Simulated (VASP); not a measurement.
# Al2BAs3 (P6/mmm) in VASP: single point with PBE

Aim: the single point of Al2BAs3 with PBE.

All numbers are computed with VASP 6.6.1; they aren't measurements. Logs are shortened: lines on timing, memory, paths and dates and some standing lists are left out, and cuts for length are marked.

**1. The cell of the first run**

The structure is hexagonal, space group P6/mmm (No. 191). Conventional cell: a = 4.337 Å, b = 4.337 Å, c = 7.484 Å, α = 90.00°, β = 90.00°, γ = 120.00°. Al (site symmetry 6mm) has 1 As at 1.82 Å and 1 B at 1.92 Å within 2.4 Å. Within 2.5 Å of B (site symmetry 6/mmm) lie 2 Al at 1.92 Å. Within 3.3 Å of As (site symmetry -6m2) lie 3 As at 2.50 Å and 3 B at 2.50 Å and 6 Al at 3.15 Å. Within 2.4 Å of As (site symmetry 6/mmm) lie 2 Al at 1.82 Å.

**2. Single point, PBE**

Input file INCAR:

```
SYSTEM = Al2BAs3
PREC = Accurate ; ENCUT = 520
EDIFF = 1E-6 ; ISMEAR = 0
SIGMA = 0.1 ; LREAL = .FALSE.
LASPH = .TRUE. ; NELM = 80
ALGO = Normal ; ISIF = 2
LWAVE = .FALSE. ; LCHARG = .TRUE.
GGA = PE ; LELF = .TRUE.
LVHAR = .TRUE. ; NBANDS = 21
```

Input file KPOINTS:

```
Automatic mesh
0
G
  6 6 2
  0 0 0
```

Input file POSCAR:

```
Al2BAs3
1.0
    4.3372142700      0.0000000000      0.0000000000
   -2.1686071400      3.7561377400      0.0000000000
    0.0000000000      0.0000000000      7.4837342200
Al B As
2 1 3
Direct
    0.0000000000      0.0000000000      0.7437065300
    0.0000000000      0.0000000000      0.2562934700
    0.0000000000      0.0000000000      0.0000000000
    0.3333333300      0.6666666700      0.0000000000
    0.6666666700      0.3333333300      0.0000000000
    0.0000000000      0.0000000000      0.5000000000
```

Potentials or basis: VASP PAW PBE potentials, release 64 (Al, B, As).

Command:

```console
cat potpaw_PBE.64/Al/POTCAR potpaw_PBE.64/B/POTCAR potpaw_PBE.64/As/POTCAR > POTCAR
mpirun -np 1 vasp_std > vasp.out
```

OUTCAR:

```text
SYSTEM = Al2BAs3
   PREC = Accurate
   ENCUT = 520
   EDIFF = 1E-6
   ISMEAR = 0
   LREAL = .FALSE.
   LASPH = .TRUE.
   NELM = 80
   ISIF = 2
   GGA = PE

 ion  position               nearest neighbor table
   1  0.000  0.000  0.744-   6 1.82   3 1.92
   2  0.000  0.000  0.256-   6 1.82   3 1.92
   3  0.000  0.000  0.000-   1 1.92   2 1.92   4 2.50   5 2.50   5 2.50   4 2.50   5 2.50   4 2.50

   4  0.333  0.667  0.000-   5 2.50   5 2.50   3 2.50   3 2.50   3 2.50   5 2.50
   5  0.667  0.333  0.000-   4 2.50   4 2.50   3 2.50   3 2.50   3 2.50   4 2.50
   6  0.000  0.000  0.500-   1 1.82   2 1.82

  LATTYP: Found a hexagonal cell.
 ALAT       =     4.3372142700
 C/A-ratio  =     1.7254702567

  Lattice vectors:

 A1 = (   4.3372142700,   0.0000000000,   0.0000000000)
 A2 = (  -2.1686071400,   3.7561377400,   0.0000000000)
 A3 = (   0.0000000000,   0.0000000000,   7.4837342200)

Analysis of symmetry for initial positions (statically):
=====================================================================
 Subroutine PRICEL returns:
 Original cell was already a primitive cell.

 Routine SETGRP: Setting up the symmetry group for a
 hexagonal supercell.

 Subroutine GETGRP returns: Found 24 space group operations
 (whereof 24 operations were pure point group operations)
 out of a pool of 24 trial point group operations.

The static configuration has the point symmetry D_6h.

Analysis of symmetry for dynamics (positions and initial velocities):
=====================================================================
 Subroutine PRICEL returns:
 Original cell was already a primitive cell.

 Routine SETGRP: Setting up the symmetry group for a
 hexagonal supercell.

 Subroutine GETGRP returns: Found 24 space group operations
 (whereof 24 operations were pure point group operations)
 out of a pool of 24 trial point group operations.

The dynamic configuration has the point symmetry D_6h.

 Subroutine INISYM returns: Found 24 space group operations
 (whereof 24 operations are pure point group operations),
 and found     1 'primitive' translations

----------------------------------------------------------------------------------------

                                     Primitive cell

  volume of cell :     121.9188

  direct lattice vectors                    reciprocal lattice vectors
     4.337214270  0.000000000  0.000000000     0.230562739  0.133115459  0.000000000
    -2.168607140  3.756137740  0.000000000     0.000000000  0.266230918  0.000000000
     0.000000000  0.000000000  7.483734220     0.000000000  0.000000000  0.133623131

  length of vectors
     4.337214270  4.337214273  7.483734220     0.266230919  0.266230918  0.133623131

  position of ions in fractional coordinates (direct lattice)
     0.000000000  0.000000000  0.743706530
     0.000000000  0.000000000  0.256293470
     0.000000000  0.000000000  0.000000000
     0.333333330  0.666666670  0.000000000
     0.666666670  0.333333330  0.000000000
     0.000000000  0.000000000  0.500000000

  ion indices of the primitive-cell ions
   primitive index   ion index
                 1           1
                 2           2
                 3           3
                 4           4
                 5           5
                 6           6

----------------------------------------------------------------------------------------

 KPOINTS: Automatic mesh

Automatic generation of k-mesh.
 Grid dimensions read from file:
 generate k-points for:    6    6    2

 Generating k-lattice:

  Cartesian coordinates                     Fractional coordinates (reciprocal lattice)
     0.038427123  0.022185910  0.000000000     0.166666667  0.000000000  0.000000000
     0.000000000  0.044371820  0.000000000     0.000000000  0.166666667  0.000000000
     0.000000000  0.000000000  0.066811566     0.000000000  0.000000000  0.500000000

  Length of vectors
     0.044371820  0.044371820  0.066811566

  Shift w.r.t. Gamma in fractional coordinates (k-lattice)
     0.000000000  0.000000000  0.000000000

 Subroutine IBZKPT returns following result:
 ===========================================

 Found     14 irreducible k-points:

 Following reciprocal coordinates:
            Coordinates               Weight
  0.000000  0.000000  0.000000      1.000000
  0.166667  0.000000  0.000000      6.000000
  0.333333  0.000000  0.000000      6.000000
  0.500000  0.000000  0.000000      3.000000
  0.166667  0.166667  0.000000      6.000000
  0.333333  0.166667  0.000000     12.000000
  0.333333  0.333333  0.000000      2.000000
  0.000000  0.000000  0.500000      1.000000
  0.166667  0.000000  0.500000      6.000000
  0.333333  0.000000  0.500000      6.000000
  0.500000  0.000000  0.500000      3.000000
  0.166667  0.166667  0.500000      6.000000
  0.333333  0.166667  0.500000     12.000000
  0.333333  0.333333  0.500000      2.000000
   k-points           NKPTS =     14   k-points in BZ     NKDIM =     14   number of bands    NBANDS=     21
   number of dos      NEDOS =    301   number of ions     NIONS =      6
   total plane-waves  NPLWV =  57344
   dimension x,y,z NGX =    32 NGY =   32 NGZ =   56
   dimension x,y,z NGXF=    64 NGYF=   64 NGZF=  112
   ions per type =               2   1   3
   NGX,Y,Z   is equivalent  to a cutoff of  12.27, 12.27, 12.44 a.u.
   NGXF,Y,Z  is equivalent  to a cutoff of  24.53, 24.53, 24.88 a.u.
 SYSTEM =  Al2BAs3
   PREC   = accura    normal or accurate (medium, high low for compatibility)
   ISTART =      0    job   : 0-new  1-cont  2-samecut
   ICHARG =      2    charge: 1-file 2-atom 10-const
   ISPIN  =      1    spin polarized calculation?
   LNONCOLLINEAR =      F non collinear calculations
   LSORBIT =      F    spin-orbit coupling
   LASPH  =      T    aspherical Exc in radial PAW
   ENCUT  =  520.0 eV  38.22 Ry    6.18 a.u.   8.06  8.06 13.91*2*pi/ulx,y,z
   NELM   =     80;   NELMIN=  2; NELMDL= -5     # of ELM steps
   EDIFF  = 0.1E-05   stopping-criterion for ELM
   LREAL  =      F    real-space projection
   EDIFFG = 0.1E-04   stopping-criterion for IOM
   NSW    =      0    number of steps for IOM
   IBRION =     -1    ionic relax: 0-MD 1-quasi-New 2-CG
   NFREE  =      0    steps in history (QN), initial steepest desc. (CG)
   ISIF   =      2    stress and relaxation
   ISYM   =      2    0-nonsym 1-usesym 2-fastsym
   POTIM  = 0.5000    time-step for ionic-motion
   TEBEG  =    0.0;   TEEND  =   0.0 temperature during run
   PSTRESS=    0.0 pullay stress
   NELECT =      24.0000    total number of electrons
   NUPDOWN=      -1.0000    fix difference up-down
   EMIN   =  10.00;   EMAX   =-10.00  energy-range for DOS
   EFERMI =   0.00;   METHOD = LEGACY
   ISMEAR =     0;   SIGMA  =   0.10  broadening in eV -4-tet -1-fermi 0-gaus
   EFERMI_NEDOS =   21; number of points for ismear=-14 and -15
   IALGO  =     38    algorithm
   IMIX   =      4    mixing-type and parameters
     AMIX     =   0.40;   BMIX     =  1.00
     AMIX_MAG =   1.60;   BMIX_MAG =  1.00
  volume/ion in A,a.u.               =      20.32       137.12
  Fermi-wavevector in a.u.,A,eV,Ry     =   0.952332  1.799646 12.339614  0.906936
  Thomas-Fermi vector in A             =   2.080885
   LORBIT       =      0    0 simple, 1 ext, 2 COOP (PROOUT), +10 PAW based schemes
   GGA     = PE    functional components
   LHFCALC =     F    Hartree Fock is set to
   AEXX    =    0.0000 exact exchange contribution
   IVDW    =     0    specifies the selected vdW correction
   LEPSILON=     F    determine dielectric tensor
   LRPA    =     F    only Hartree local field effects (RPA)
 non-spin polarized calculation
 Gauss-broadening in eV      SIGMA  =   0.10
  energy-cutoff  :      520.00
  volume of cell :      121.92
 maximum number of plane-waves:      3306
   NGX = 17   NGY = 17   NGZ = 27

 number of electron      24.0000001 magnetization

 Free energy of the ion-electron system (eV)
  ---------------------------------------------------
  ext. energy  EPLUGINS =         0.00000000
  ---------------------------------------------------
  free energy    TOTEN  =       -18.05709713 eV

  energy without entropy =      -18.04400718  energy(sigma->0) =      -18.05055215

 E-fermi :   4.3473     XC(G=0):  -9.1056

 val. band max:        4.3322216962   @ k =   0.0000   0.0000   0.5000
 cond. band min:       4.3693947882   @ k =   0.3333   0.0000   0.0000
 fundamental gap:      0.0371730920
 Fermi energy:         4.3473059994

 k-point     1 :       0.0000    0.0000    0.0000
  band No.  band energies     occupation
      1     -10.6187      2.00000
      2      -7.4022      2.00000
      3      -3.3708      2.00000
      4      -2.1401      2.00000
      5      -0.4473      2.00000
      6       0.1023      2.00000
[... 13 lines left out ...]
     20      10.2359      0.00000
     21      10.2359      0.00000

 k-point     2 :       0.1667    0.0000    0.0000
  band No.  band energies     occupation
      1     -10.3487      2.00000
      2      -7.3469      2.00000
      3      -3.7553      2.00000
      4      -3.1515      2.00000
      5      -1.7661      2.00000
      6      -1.1130      2.00000
[... 13 lines left out ...]
     20      10.6080      0.00000
     21      11.0613      0.00000

 k-point     3 :       0.3333    0.0000    0.0000
  band No.  band energies     occupation
      1      -9.5567      2.00000
      2      -7.2625      2.00000
      3      -5.9864      2.00000
      4      -2.5932      2.00000
      5      -2.5881      2.00000
      6      -1.9948      2.00000
[... 13 lines left out ...]
     20      10.0554      0.00000
     21      10.5718      0.00000
[... 217 lines left out ...]
 k-point    13 :       0.3333    0.1667    0.5000
  band No.  band energies     occupation
      1      -8.7931      2.00000
      2      -7.2259      2.00000
      3      -6.9308      2.00000
      4      -4.7067      2.00000
      5      -0.9901      2.00000
      6      -0.6181      2.00000
[... 13 lines left out ...]
     20       9.4596      0.00000
     21      10.7457      0.00000

 k-point    14 :       0.3333    0.3333    0.5000
  band No.  band energies     occupation
      1      -7.7539      2.00000
      2      -7.7539      2.00000
      3      -7.1870      2.00000
      4      -5.7252      2.00000
      5      -0.8640      2.00000
      6      -0.0169      2.00000
[... 13 lines left out ...]
     20      10.5795      0.00000
     21      10.5795      0.00000

------------------------ aborting loop because EDIFF is reached ----------------------------------------

  FORCE on cell =-STRESS in cart. coord.  units (eV):
  Direction    XX          YY          ZZ          XY          YZ          ZX
  --------------------------------------------------------------------------------------
  -------------------------------------------------------------------------------------
  Total        8.8746585      8.8746585     53.8669795     -0.0000000      0.0000000      0.0000000
  in kB      116.6249546    116.6249547    707.8845982     -0.0000002      0.0000000      0.0000000
  external PRESSURE =     313.7115025 kB  Pullay stress =       0.0000000 kB

 VOLUME and BASIS-vectors are now :
 -----------------------------------------------------------------------------
  energy-cutoff  :      520.00
  volume of cell :      121.92
      direct lattice vectors                 reciprocal lattice vectors
     4.337214270  0.000000000  0.000000000     0.230562739  0.133115459  0.000000000
    -2.168607140  3.756137740  0.000000000     0.000000000  0.266230918  0.000000000
     0.000000000  0.000000000  7.483734220     0.000000000  0.000000000  0.133623131

 POSITION                                       TOTAL-FORCE (eV/Angst)
 -----------------------------------------------------------------------------------
      0.00000      0.00000      5.56570         0.000000     -0.000000     11.439603
      0.00000      0.00000      1.91803         0.000000     -0.000000    -11.439603
      0.00000      0.00000      0.00000         0.000000     -0.000000      0.000000
     -0.00000      2.50409      0.00000        -0.000000      0.000000      0.000000
      2.16861      1.25205      0.00000         0.000000     -0.000000      0.000000
      0.00000      0.00000      3.74187         0.000000     -0.000000      0.000000
 -----------------------------------------------------------------------------------
    total drift:                               -0.000000      0.000000      0.000000

  FREE ENERGIE OF THE ION-ELECTRON SYSTEM (eV)
  ---------------------------------------------------
  free  energy   TOTEN  =       -18.0570971251 eV

  energy  without entropy=      -18.0440071815  energy(sigma->0) =      -18.05055215
```

Run time: 22 s. Hardware: 1 thread of Intel Xeon Platinum 8559C (Emerald Rapids), shared host; peak memory 0.23 GiB.

Results:

```yaml
Free_energy: -18.0571 eV
Pressure: 31.4 GPa
Largest_force: 11.440 eV/Å
Band_gap_on_the_k_mesh: zero (band 12 reaches 5.84 eV, above the bottom of band 13 at 3.13 eV)
```

Forces in eV/Å, atoms in the order of the input:
```
Al    0.000   0.000  11.440
Al    0.000   0.000 -11.440
B     0.000   0.000   0.000
As    0.000   0.000   0.000
As    0.000   0.000   0.000
As    0.000   0.000   0.000
```

Caveat: the k points lie up to 0.42 Å⁻¹ apart; forces of over 1 eV/Å act on the atoms, so gaps and moduli don't describe the material at rest.
